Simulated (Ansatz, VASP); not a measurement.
**CuI: VASP beside Ansatz**

Contents of INCAR:

```
PREC     = Accurate       # precision mode
ENCUT    = 520            # plane-wave cutoff, eV
EDIFF    = 1E-8           # SCF threshold, eV
ISMEAR   = -1             # smearing method
SIGMA    = 0.02           # smearing width, eV
LREAL    = False          # projectors in reciprocal space
LASPH    = True           # aspherical terms in the spheres
NELM     = 80             # most SCF steps
ALGO     = Normal         # electronic algorithm
ISIF     = 2              # what is computed and relaxed
LWAVE    = False          # write WAVECAR
LCHARG   = False          # write CHGCAR
GGA      = PE             # functional
LEFG     = True         
NBANDS   = 26             # bands
```

The input KPOINTS:

```
Automatic mesh
0
Gamma
  5 5 6
```

Contents of POSCAR:

```
CuI
1.0
    3.6827131944     -3.6609304058      0.0000000000
    3.6827131944      3.6609304058      0.0000000000
    0.0000000000      0.0000000000      4.2487878631
Cu I
2 2
Direct
    0.4204388300      0.5795611700      0.7500000000
    0.5795611700      0.4204388300      0.2500000000
    0.7700426800      0.2299573200      0.7500000000
    0.2299573200      0.7700426800      0.2500000000
```

Input for Ansatz:

```yaml
crystal:
  lattice:
    - [3.6827131944, -3.6609304058, 0.0]
    - [3.6827131944, 3.6609304058, 0.0]
    - [0.0, 0.0, 4.2487878631]
  atoms:
    - { symbol: Cu, position: [0.42043883, 0.57956117, 0.75] }
    - { symbol: Cu, position: [0.57956117, 0.42043883, 0.25] }
    - { symbol: I, position: [0.77004268, 0.22995732, 0.75] }
    - { symbol: I, position: [0.22995732, 0.77004268, 0.25] }
kpoints:
  mp_grid: { grid: [5, 5, 6] }
scf:
  occupations: { method: fermi_dirac, width: 0.02 }
hamiltonian:
  xc: pbe
  pseudopotentials: { kind: all_electron, datasets: crystal }
output:
  forces: true
  stress: true
  eigenvalues: true
  efg: { contact_densities: true }
```

Change from the starting cell: volume scaled by 0.96, crystal datasets.

Alike in both runs: task electric field gradients; functional PBE; k mesh 5 × 5 × 6; occupations fermi-dirac, width 0.02 eV; no spin polarisation.

|  | VASP | Ansatz |
| --- | --- | --- |
| version | VASP 6.6.1 | Ansatz 0.2.0 |
| potentials or method | VASP PAW PBE potentials, release 64 (Cu, I), cutoff 520 eV | all-electron PAW with datasets made for the crystal, scalar-relativistic |

VASP gave:

- gap on the k mesh at the Fermi level (eV): 1.08
- pressure (GPa): 3.3
- traceless stress, the component that is largest in VASP (GPa): -2.06
- rms of the force components (eV/Å): 0.226
- size of Vzz on the site where it differs most (V/Å²): 388.8

Problem. What did Ansatz give for the same quantities?

Solution. gap on the k mesh at the Fermi level (eV): 1.06; pressure (GPa): 3.2; traceless stress, the component that is largest in VASP (GPa): -2.00; rms of the force components (eV/Å): 0.222; size of Vzz on the site where it differs most (V/Å²): 402.8.

Atom by atom the forces differ by 0.006 eV/Å (rms over components). Ansatz ran all-electron here, and VASP with PAW potentials.

Neither program's run includes spin-orbit coupling.
